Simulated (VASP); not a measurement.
The system is NaI.

```
Na I
1.0
     0.00000    3.22972    3.22972
     3.22972    0.00000    3.22972
     3.22972    3.22972    0.00000
Na I
1 1
Direct
  0.00000 0.00000 0.00000
  0.50000 0.50000 0.50000
```

Base run:

* Program: VASP 6.6.1
* Functional: LDA
* Potentials or basis: VASP PAW LDA potentials, release 64 (Na_pv, I)
* Cutoff: 520 eV
* k mesh: 6 × 6 × 6
* Occupations: gaussian, width 0.01 eV
* Spin: no spin polarisation

Its results: band gap on the k mesh 3.36 eV, direct; pressure -1.5 GPa.

Question: The run is repeated on the same cell with these changes: functional from LDA to r2SCAN; potentials or basis from VASP PAW LDA potentials, release 64 (Na_pv, I) to VASP PAW PBE potentials, release 64 (Na_pv, I). What comes out?

Answer: Band gap on the k mesh 4.46 eV, direct; pressure -0.1 GPa.

Caveats: spin-orbit coupling is left out, which moves the levels of the heavy elements; the PAW data sets were made with another functional, which shifts forces and pressure a little (some runs).

